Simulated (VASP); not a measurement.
Write the native input for VASP 6.6.1 that does the following.

```yaml
Task: electric field gradients
Functional: PBE
Potentials_or_basis: VASP PAW PBE potentials, release 64 (La)
Cutoff: 520 eV
k_mesh: 11 × 11 × 6
Occupations: fermi-dirac, width 0.05 eV
Spin: no spin polarisation
Dipole_correction: no
Further_INCAR_settings: ALGO = Normal; EDIFF = 1e-08; NBANDS = 18
```

The structure of La lies in POSCAR:

```
La
1.0
    3.7313915038      0.0000000000      0.0000000000
   -1.8656957518      3.2314798337      0.0000000000
    0.0000000000      0.0000000000      6.1307000000
La
2
Direct
    0.3333333333      0.6666666667      0.2500000000
    0.6666666667      0.3333333333      0.7500000000
```

This cell differs from its parent crystal: z stretched by +1 % at fixed volume.

One way to write it, as run:

INCAR

```
PREC = Accurate
ENCUT = 520
EDIFF = 1E-8
ISMEAR = -1
SIGMA = 0.05
LREAL = False
LASPH = True
NELM = 60
ALGO = Normal
ISIF = 2
LWAVE = False
LCHARG = False
GGA = PE
LEFG = True
NBANDS = 18
```

KPOINTS

```
regular mesh
0
Gamma
  11 11 6
```

Potentials or basis: VASP PAW PBE potentials, release 64 (La).

The run is started by

```sh
$ cat potpaw_PBE.64/La/POTCAR > POTCAR
$ mpirun -np 1 vasp_std > vasp.out
```

Results of the run:

```json
{"Pressure": "0.5 GPa", "Band gap on the k mesh": "zero (bands 11 and 12 overlap by 1.46 eV)", "Largest electric field gradient by atom": "under 0.05 V/Å² on every atom"}
```

Caveat: spin-orbit coupling is left out, which moves the levels of the heavy elements.

Run time: 80 s on 1 thread of AMD EPYC 9R45 96-Core Processor (Zen 5), on a shared host, peak memory 0.21 GiB.
